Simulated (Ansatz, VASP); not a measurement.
One calculation of Hf, two programs

```
Hf
1.0
     5.02310    0.00000    0.00000
    -2.51155    4.35013    0.00000
     0.00000    0.00000    8.26795
Hf
8
Direct
  0.00000 0.32082 0.00000
  0.32082 0.00000 0.00000
  0.67918 0.67918 0.00000
  0.00000 0.67918 0.50000
  0.67918 0.00000 0.50000
  0.32082 0.32082 0.50000
  0.66667 0.33333 0.75000
  0.33333 0.66667 0.25000
```

Alike in both runs: task single point; functional PBE; k mesh 12 × 12 × 4; occupations gaussian, width 0.1 eV; no spin polarisation.

|  | VASP | Ansatz |
| --- | --- | --- |
| version | VASP 6.6.1 | Ansatz 0.2.0 |
| potentials or method | VASP PAW PBE potentials, release 64 (Hf_pv), cutoff 520 eV | scalar-relativistic, plane waves, PAW |
| valence electrons in the cell | 80 | 208 |

```csv
,VASP,Ansatz,Ansatz less VASP
gap on the k mesh at the Fermi level (eV),none,none,-
pressure (GPa),19.5,19.9,+0.44
"traceless stress, the component that is largest in VASP (GPa)",-1.45,-1.42,+0.029
rms of the force components (eV/Å),0.228,0.229,+0.0008
```

Atom by atom the forces differ by 0.001 eV/Å (rms over components). A gap of «none» marks a metal or a gap that the smearing closes. VASP's potentials hold 80 valence electrons a cell and Ansatz's 208, so a difference there can come from the potentials and not from the codes.

Spin-orbit coupling is off throughout.
